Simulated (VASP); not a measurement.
# Si5Ge (P6/mmm) in VASP: further runs

The runs below take Si5Ge through single point, relaxation of cell and atoms, with PBE.

Program: VASP 6.6.1. These are calculated values, not measurements. Logs are shortened: lines on timing, memory, paths and dates and some standing lists are left out, and cuts for length are marked.

**1. The cell of the first run**

Symmetry: P6/mmm, No. 191, hexagonal system. The conventional cell has a = 4.503 Å, b = 4.503 Å, c = 5.348 Å, α = 90.00°, β = 90.00°, γ = 120.00°. Within 3.5 Å of Si (site symmetry 6/mmm) lie 2 Ge at 2.67 Å and 12 Si at 2.89 Å. Within 3.3 Å of Si (site symmetry 3m) lie 8 Si at 2.52 to 2.89 Å and 3 Ge at 2.96 Å. Ge (site symmetry 6/mmm) has 14 Si at 2.67 to 2.96 Å within 3.5 Å.

The cell was generated, and may not be a known phase.

**2. Single point, PBE**

INCAR reads:

```
SYSTEM = Si5Ge
ALGO = Normal
EDIFF = 1E-6
ENCUT = 520
GGA = PE
ISIF = 2
ISMEAR = 0
LASPH = .True.
LCHARG = .True.
LELF = .True.
LREAL = .False.
LVHAR = .True.
LWAVE = .False.
NBANDS = 26
NELM = 80
PREC = Accurate
SIGMA = 0.1
```

KPOINTS reads:

```
k-points
0
Gamma
  6 6 4
  0 0 0
```

POSCAR reads:

```
Si5Ge
1.0
    4.5028541705     -0.0000000028      0.0000000000
   -2.2514270829      3.8995861026      0.0000000000
    0.0000000000      0.0000000000      5.3479582991
Si Ge
5 1
Direct
    0.0000000000      0.0000000000      0.0000000000
    0.3333333333      0.6666666667      0.2352157007
    0.6666666667      0.3333333333      0.2352157007
    0.6666666667      0.3333333333      0.7647842993
    0.3333333333      0.6666666667      0.7647842993
    0.0000000000      0.0000000000      0.5000000000
```

Potentials or basis: VASP PAW PBE potentials, release 64 (Si, Ge_d).

The run is started by

```
$ cat potpaw_PBE.64/Si/POTCAR potpaw_PBE.64/Ge_d/POTCAR > POTCAR
$ mpirun -np 1 vasp_std > vasp.out
```

OUTCAR:

```text
SYSTEM = Si5Ge
   EDIFF = 1E-6
   ENCUT = 520
   GGA = PE
   ISIF = 2
   ISMEAR = 0
   LASPH = .True.
   LREAL = .False.
   NELM = 80
   PREC = Accurate

 ion  position               nearest neighbor table
   1  0.000  0.000  0.000-   6 2.67   6 2.67   4 2.89   5 2.89   2 2.89   3 2.89   3 2.89   4 2.89
                             2 2.89   5 2.89   3 2.89   4 2.89   2 2.89   5 2.89
   2  0.333  0.667  0.235-   5 2.52   3 2.60   3 2.60   3 2.60   5 2.83   1 2.89   1 2.89   1 2.89
                             6 2.96   6 2.96   6 2.96
   3  0.667  0.333  0.235-   4 2.52   2 2.60   2 2.60   2 2.60   4 2.83   1 2.89   1 2.89   1 2.89
                             6 2.96   6 2.96   6 2.96
   4  0.667  0.333  0.765-   3 2.52   5 2.60   5 2.60   5 2.60   3 2.83   1 2.89   1 2.89   1 2.89
                             6 2.96   6 2.96   6 2.96
   5  0.333  0.667  0.765-   2 2.52   4 2.60   4 2.60   4 2.60   2 2.83   1 2.89   1 2.89   1 2.89
                             6 2.96   6 2.96   6 2.96
   6  0.000  0.000  0.500-   1 2.67   1 2.67   3 2.96   4 2.96   5 2.96   2 2.96   3 2.96   4 2.96
                             2 2.96   5 2.96   3 2.96   4 2.96   2 2.96   5 2.96

  LATTYP: Found a hexagonal cell.
 ALAT       =     4.5028541705
 C/A-ratio  =     1.1876818783

  Lattice vectors:

 A1 = (   4.5028541705,  -0.0000000028,   0.0000000000)
 A2 = (  -2.2514270829,   3.8995861026,   0.0000000000)
 A3 = (   0.0000000000,   0.0000000000,   5.3479582991)

Analysis of symmetry for initial positions (statically):
=====================================================================
 Subroutine PRICEL returns:
 Original cell was already a primitive cell.

 Routine SETGRP: Setting up the symmetry group for a
 hexagonal supercell.

 Subroutine GETGRP returns: Found 24 space group operations
 (whereof 24 operations were pure point group operations)
 out of a pool of 24 trial point group operations.

The static configuration has the point symmetry D_6h.

Analysis of symmetry for dynamics (positions and initial velocities):
=====================================================================
 Subroutine PRICEL returns:
 Original cell was already a primitive cell.

 Routine SETGRP: Setting up the symmetry group for a
 hexagonal supercell.

 Subroutine GETGRP returns: Found 24 space group operations
 (whereof 24 operations were pure point group operations)
 out of a pool of 24 trial point group operations.

The dynamic configuration has the point symmetry D_6h.

[... 105 lines left out ...]
   NSW    =      0    number of steps for IOM
   IBRION =     -1    ionic relax: 0-MD 1-quasi-New 2-CG
   NFREE  =      0    steps in history (QN), initial steepest desc. (CG)
   ISIF   =      2    stress and relaxation
   ISYM   =      2    0-nonsym 1-usesym 2-fastsym
   POTIM  = 0.5000    time-step for ionic-motion
   TEBEG  =    0.0;   TEEND  =   0.0 temperature during run
   PSTRESS=    0.0 pullay stress
   NELECT =      34.0000    total number of electrons
   NUPDOWN=      -1.0000    fix difference up-down
   EMIN   =  10.00;   EMAX   =-10.00  energy-range for DOS
   EFERMI =   0.00;   METHOD = LEGACY
   ISMEAR =     0;   SIGMA  =   0.10  broadening in eV -4-tet -1-fermi 0-gaus
   EFERMI_NEDOS =   21; number of points for ismear=-14 and -15
   IALGO  =     38    algorithm
   IMIX   =      4    mixing-type and parameters
     AMIX     =   0.40;   BMIX     =  1.00
     AMIX_MAG =   1.60;   BMIX_MAG =  1.00
  volume/ion in A,a.u.               =      15.65       105.62
  Fermi-wavevector in a.u.,A,eV,Ry     =   1.166818  2.204966 18.523835  1.361463
  Thomas-Fermi vector in A             =   2.303326
   LORBIT       =      0    0 simple, 1 ext, 2 COOP (PROOUT), +10 PAW based schemes
   GGA     = PE    functional components
   LHFCALC =     F    Hartree Fock is set to
   AEXX    =    0.0000 exact exchange contribution
   IVDW    =     0    specifies the selected vdW correction
   LEPSILON=     F    determine dielectric tensor
   LRPA    =     F    only Hartree local field effects (RPA)
 non-spin polarized calculation
 Gauss-broadening in eV      SIGMA  =   0.10
  energy-cutoff  :      520.00
  volume of cell :       93.91
 maximum number of plane-waves:      2564
 NGX is ok and might be reduce to    36
   NGX = 17   NGY = 17   NGZ = 19

 number of electron      33.9999997 magnetization

 Free energy of the ion-electron system (eV)
  ---------------------------------------------------
  ext. energy  EPLUGINS =         0.00000000
  ---------------------------------------------------
  free energy    TOTEN  =       -28.77340631 eV

  energy without entropy =      -28.77016136  energy(sigma->0) =      -28.77178383

 E-fermi :   8.9210     XC(G=0): -11.0953

 val. band max:        8.8088086709   @ k =   0.1667  -0.0000   0.5000
 cond. band min:       9.0120712968   @ k =   0.1667   0.1667   0.0000
 fundamental gap:      0.2032626259
 Fermi energy:         8.9209820151

 k-point     1 :       0.0000    0.0000    0.0000
  band No.  band energies     occupation
      1     -15.8434      2.00000
      2     -15.8434      2.00000
      3     -15.8361      2.00000
      4     -15.8302      2.00000
      5     -15.8302      2.00000
      6      -4.8495      2.00000
[... 598 lines left out ...]
     25      15.9584      0.00000
     26      16.3086      0.00000

------------------------ aborting loop because EDIFF is reached ----------------------------------------

  FORCE on cell =-STRESS in cart. coord.  units (eV):
  Direction    XX          YY          ZZ          XY          YZ          ZX
  --------------------------------------------------------------------------------------
  -------------------------------------------------------------------------------------
  Total        0.0027036      0.0027036      0.0625867     -0.0000000      0.0000000      0.0000000
  in kB        0.0461271      0.0461271      1.0678204     -0.0000000      0.0000000      0.0000000
  external PRESSURE =       0.3866915 kB  Pullay stress =       0.0000000 kB

 VOLUME and BASIS-vectors are now :
 -----------------------------------------------------------------------------
  energy-cutoff  :      520.00
  volume of cell :       93.91
      direct lattice vectors                 reciprocal lattice vectors
     4.502854171 -0.000000003  0.000000000     0.222081365  0.128218736  0.000000000
    -2.251427083  3.899586103  0.000000000     0.000000000  0.256437472  0.000000000
     0.000000000  0.000000000  5.347958299     0.000000000  0.000000000  0.186987247

 POSITION                                       TOTAL-FORCE (eV/Angst)
 -----------------------------------------------------------------------------------
      0.00000      0.00000      0.00000         0.000000     -0.000000      0.000000
      0.00000      2.59972      1.25792        -0.000000      0.000000      0.025035
      2.25143      1.29986      1.25792         0.000000     -0.000000      0.025035
      2.25143      1.29986      4.09003         0.000000     -0.000000     -0.025035
      0.00000      2.59972      4.09003        -0.000000     -0.000000     -0.025035
      0.00000      0.00000      2.67398         0.000000     -0.000000      0.000000
 -----------------------------------------------------------------------------------
    total drift:                                0.000000      0.000000     -0.000000

  FREE ENERGIE OF THE ION-ELECTRON SYSTEM (eV)
  ---------------------------------------------------
  free  energy   TOTEN  =       -28.7734063086 eV

  energy  without entropy=      -28.7701613583  energy(sigma->0) =      -28.77178383
```

OSZICAR:

```text
N       E                     dE             d eps       ncg     rms          rms(c)
DAV:   1     0.184606644467E+03    0.18461E+03   -0.14675E+04  1388   0.196E+03
DAV:   2    -0.336371673197E+01   -0.18797E+03   -0.17561E+03  1226   0.528E+02
DAV:   3    -0.281805067912E+02   -0.24817E+02   -0.24182E+02  1342   0.100E+02
DAV:   4    -0.289596810035E+02   -0.77917E+00   -0.77586E+00  1358   0.179E+01
DAV:   5    -0.289758584557E+02   -0.16177E-01   -0.16168E-01  1460   0.302E+00    0.578E+00
DAV:   6    -0.288063177413E+02    0.16954E+00   -0.27799E-01  1490   0.446E+00    0.328E+00
DAV:   7    -0.287775718715E+02    0.28746E-01   -0.94576E-02  1362   0.131E+00    0.824E-01
DAV:   8    -0.287735985024E+02    0.39734E-02   -0.72488E-03  1392   0.633E-01    0.213E-01
DAV:   9    -0.287733973247E+02    0.20118E-03   -0.74450E-04  1354   0.147E-01    0.145E-01
DAV:  10    -0.287734096612E+02   -0.12337E-04   -0.51048E-05  1512   0.562E-02    0.319E-02
DAV:  11    -0.287734069941E+02    0.26672E-05   -0.12721E-05  1434   0.324E-02    0.846E-03
DAV:  12    -0.287734063086E+02    0.68548E-06   -0.89163E-07   806   0.604E-03
   1 F= -.28773406E+02 E0= -.28771784E+02  d E =-.324495E-02
```

stdout:

```text
POSCAR found type information on POSCAR SiGe
 POSCAR found :  2 types and       6 ions
 scaLAPACK will be used
 LDA part: xc-table for (Slater+PW92), standard interpolation
 POSCAR, INCAR and KPOINTS ok, starting setup
 FFT: planning ... GRIDC
 FFT: planning ... GRID_SOFT
 FFT: planning ... GRID
 WAVECAR not read
 entering main loop
```

Run time: 67 s. Hardware: 1 thread of Intel Xeon 8259CL, shared host; peak memory 0.23 GiB.

What came out:

| Property | Result |
| --- | --- |
| Free energy | -28.7734 eV |
| Pressure | 0.0 GPa |
| Largest force | 0.025 eV/Å |
| Band gap on the k mesh | zero (bands 17 and 18 overlap by 3.78 eV) |

Forces on the atoms (eV/Å):
```
Si   0.000  0.000  0.000
Si   0.000  0.000  0.025
Si   0.000  0.000  0.025
Si   0.000  0.000 -0.025
Si   0.000  0.000 -0.025
Ge   0.000  0.000  0.000
```

Stress tensor (GPa, compression positive):
```
0.00 0.00 0.00
0.00 0.00 0.00
0.00 0.00 0.11
```

**3. Single point, PBE**

This run uses another cell than the first one, of 18.31 Å³/atom.

INCAR reads:

```
SYSTEM = Si5Ge
ALGO = Normal
EDIFF = 1E-6
ENCUT = 520
GGA = PE
ISIF = 2
ISMEAR = 0
LASPH = .TRUE.
LCHARG = .FALSE.
LREAL = .FALSE.
LWAVE = .FALSE.
NBANDS = 26
NELM = 60
PREC = Accurate
SIGMA = 0.1
```

KPOINTS reads:

```
k-points
0
G
  6 6 4
  0 0 0
```

POSCAR reads:

```
Si5Ge
1.0
    4.6946133100      0.0000000000      0.0000000000
   -2.3473066500      4.0656543800      0.0000000000
    0.0000000000      0.0000000000      5.7572929000
Si Ge
5 1
Direct
    0.0000000000      0.0000000000      0.0000000000
    0.3333333300      0.6666666700      0.2753366800
    0.6666666700      0.3333333300      0.2753366800
    0.6666666700      0.3333333300      0.7246633200
    0.3333333300      0.6666666700      0.7246633200
    0.0000000000      0.0000000000      0.5000000000
```

Potentials or basis: VASP PAW PBE potentials, release 64 (Si, Ge_d).

The run is started by

```
$ cat potpaw_PBE.64/Si/POTCAR potpaw_PBE.64/Ge_d/POTCAR > POTCAR
$ mpirun -np 1 vasp_std > vasp.out
```

It took 78 s on 1 thread of Intel Xeon 8259CL, shared host; peak memory 0.25 GiB.

The run converged. Its results:

```
Free energy            : -28.0422 eV
Pressure               : -8.4 GPa
Largest force          : 0.210 eV/Å
Band gap on the k mesh : zero (bands 17 and 18 overlap by 3.03 eV)
```

Forces in eV/Å, atoms in the order of the input:
```
Si   0.000  0.000  0.000
Si   0.000  0.000 -0.210
Si   0.000  0.000 -0.210
Si   0.000  0.000  0.210
Si   0.000  0.000  0.210
Ge   0.000  0.000  0.000
```

Stress tensor (GPa, compression positive):
```
 -6.70   0.00   0.00
  0.00  -6.70   0.00
  0.00   0.00 -11.73
```

Levels at points of the mesh, in eV from the Fermi level:
```
           k point  band 13  band 14  band 15  band 16  band 17  band 18  band 19  band 20  band 21  band 22
(0.00, 0.00, 0.00)    -3.05    -3.05    -0.81    -0.74    -0.58    -0.58    -0.49     0.07     1.00     1.00
(0.50, 0.00, 0.00)    -4.58    -2.28    -1.74    -1.55    -0.12     1.62     2.03     2.77     3.34     4.40
(0.00, 0.00, 0.50)    -2.69    -2.48    -2.34    -2.34    -1.75    -1.75    -1.49    -1.49    -1.34     3.53
(0.50, 0.00, 0.50)    -3.63    -0.83    -0.73    -0.37     0.11     2.24     2.60     2.66     2.72     2.89
```

Caveat: the stress differs along the axes, from -12 to -7 GPa.

**4. Single point, PBE**

This run uses another cell than the first one, of 15.59 Å³/atom.

INCAR reads:

```
SYSTEM = Si5Ge
PREC = Accurate ; ENCUT = 520
EDIFF = 1E-6 ; ISMEAR = 0
SIGMA = 0.1 ; LREAL = .False.
LASPH = .True. ; NELM = 80
ALGO = Normal ; ISIF = 2
LWAVE = .False. ; LCHARG = .False.
GGA = PE ; NBANDS = 26
```

KPOINTS reads:

```
regular mesh
0
Gamma
  12 12 8
  0 0 0
```

POSCAR reads:

```
Si5Ge
1.0
    4.4756687293      0.0000000000      0.0000000000
   -2.2378343647      3.8760428185      0.0000000000
    0.0000000000      0.0000000000      5.3930847280
Si Ge
5 1
Direct
    0.0000000000      0.0000000000      0.0000000000
    0.3333333333      0.6666666667      0.2393802858
    0.6666666667      0.3333333333      0.2393802858
    0.6666666667      0.3333333333      0.7606197142
    0.3333333333      0.6666666667      0.7606197142
    0.0000000000      0.0000000000      0.5000000000
```

Potentials or basis: VASP PAW PBE potentials, release 64 (Si, Ge_d).

The run is started by

```
$ cat potpaw_PBE.64/Si/POTCAR potpaw_PBE.64/Ge_d/POTCAR > POTCAR
$ mpirun -np 1 vasp_std > vasp.out
```

OUTCAR:

```text
SYSTEM = Si5Ge
   PREC = Accurate
   ENCUT = 520
   EDIFF = 1E-6
   ISMEAR = 0
   LREAL = .False.
   LASPH = .True.
   NELM = 80
   ISIF = 2
   GGA = PE

 ion  position               nearest neighbor table
   1  0.000  0.000  0.000-   6 2.70   6 2.70   4 2.89   5 2.89   2 2.89   3 2.89   3 2.89   4 2.89
                             2 2.89   5 2.89   3 2.89   4 2.89   2 2.89   5 2.89
   2  0.333  0.667  0.239-   5 2.58   3 2.58   3 2.58   3 2.58   5 2.81   1 2.89   1 2.89   1 2.89
                             6 2.94   6 2.94   6 2.94
   3  0.667  0.333  0.239-   4 2.58   2 2.58   2 2.58   2 2.58   4 2.81   1 2.89   1 2.89   1 2.89
                             6 2.94   6 2.94   6 2.94
   4  0.667  0.333  0.761-   3 2.58   5 2.58   5 2.58   5 2.58   3 2.81   1 2.89   1 2.89   1 2.89
                             6 2.94   6 2.94   6 2.94
   5  0.333  0.667  0.761-   2 2.58   4 2.58   4 2.58   4 2.58   2 2.81   1 2.89   1 2.89   1 2.89
                             6 2.94   6 2.94   6 2.94
   6  0.000  0.000  0.500-   1 2.70   1 2.70   3 2.94   4 2.94   5 2.94   2 2.94   3 2.94   4 2.94
                             2 2.94   5 2.94   3 2.94   4 2.94   2 2.94   5 2.94

  LATTYP: Found a hexagonal cell.
 ALAT       =     4.4756687293
 C/A-ratio  =     1.2049785304

  Lattice vectors:

[... 195 lines left out ...]
  band No.  band energies     occupation
      1     -15.8073      2.00000
      2     -15.8073      2.00000
      3     -15.7903      2.00000
      4     -15.7882      2.00000
      5     -15.7882      2.00000
      6      -4.8235      2.00000
[... 685 lines left out ...]
     25      14.4460      0.00000
     26      15.1068      0.00000

 [... further k-points ...]

------------------------ aborting loop because EDIFF is reached ----------------------------------------

  FORCE on cell =-STRESS in cart. coord.  units (eV):
  Direction    XX          YY          ZZ          XY          YZ          ZX
  --------------------------------------------------------------------------------------
  -------------------------------------------------------------------------------------
  Total       -0.0382227     -0.0382227     -0.0096700      0.0000000      0.0000000     -0.0000000
  in kB       -0.6545584     -0.6545584     -0.1655967      0.0000000      0.0000000     -0.0000000
  external PRESSURE =      -0.4915711 kB  Pullay stress =       0.0000000 kB

 VOLUME and BASIS-vectors are now :
 -----------------------------------------------------------------------------
  energy-cutoff  :      520.00
  volume of cell :       93.56
      direct lattice vectors                 reciprocal lattice vectors
     4.475668729  0.000000000  0.000000000     0.223430298  0.128997543  0.000000000
    -2.237834365  3.876042819  0.000000000     0.000000000  0.257995086  0.000000000
     0.000000000  0.000000000  5.393084728     0.000000000  0.000000000  0.185422639

 POSITION                                       TOTAL-FORCE (eV/Angst)
 -----------------------------------------------------------------------------------
      0.00000      0.00000      0.00000         0.000000      0.000000      0.000000
     -0.00000      2.58403      1.29100         0.000000      0.000000     -0.002803
      2.23783      1.29201      1.29100        -0.000000      0.000000     -0.002803
      2.23783      1.29201      4.10209        -0.000000     -0.000000      0.002803
     -0.00000      2.58403      4.10209         0.000000     -0.000000      0.002803
      0.00000      0.00000      2.69654         0.000000      0.000000      0.000000
 -----------------------------------------------------------------------------------
    total drift:                                0.000000      0.000000     -0.000000

  FREE ENERGIE OF THE ION-ELECTRON SYSTEM (eV)
  ---------------------------------------------------
  free  energy   TOTEN  =       -28.6802548441 eV

  energy  without entropy=      -28.6661847355  energy(sigma->0) =      -28.67321979
```

It took 5.3 min on 1 thread of Intel Xeon 8259CL, shared host; peak memory 0.33 GiB.

Results:

```
Free energy            : -28.6803 eV
Pressure               : 0.0 GPa
Band gap on the k mesh : zero (bands 17 and 18 overlap by 3.93 eV)
```

Forces in eV/Å, atoms in the order of the input:
```
Si   0.000  0.000  0.000
Si   0.000  0.000 -0.003
Si   0.000  0.000 -0.003
Si   0.000  0.000  0.003
Si   0.000  0.000  0.003
Ge   0.000  0.000  0.000
```

(Part 1 of 2 ends here.)

The gap in the log of VASP goes by the Fermi energy; the results here count the filled bands.